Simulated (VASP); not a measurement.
A run of VASP 6.6.1:

INCAR

```
PREC = Accurate
ENCUT = 520
EDIFF = 1E-6
ISMEAR = 0
SIGMA = 0.2
LREAL = False
LASPH = True
NELM = 60
ALGO = Normal
ISIF = 2
LWAVE = False
LCHARG = False
GGA = PS
NBANDS = 16
```

KPOINTS

```
regular mesh
0
Gamma
  9 9 7
```

The input POSCAR:

```
TiO
1.0
    3.0309987015      0.0000000000      0.0000000000
   -1.5154993507      2.6249218743      0.0000000000
    0.0000000000      0.0000000000      3.2377000000
Ti O
1 1
Direct
    0.6666666667      0.3333333333      0.0000000000
    0.0000000000      0.0000000000      0.5000000000
```

Potentials or basis: VASP PAW PBE potentials, release 64 (Ti_sv, O).

Command:

```sh
$ cat potpaw_PBE.64/Ti_sv/POTCAR potpaw_PBE.64/O/POTCAR > POTCAR
$ mpirun -np 1 vasp_std > vasp.out
```

Hardware: 1 thread of Intel(R) Xeon(R) 6975P-C (Granite Rapids) (shared host).

**Question.** How long does it take, and how much memory?

**Answer.** It took 6.9 s on 1 thread of Intel(R) Xeon(R) 6975P-C (Granite Rapids), with other jobs on the host, peak memory 0.15 GiB. Counts: scf iterations 14, k points 48.
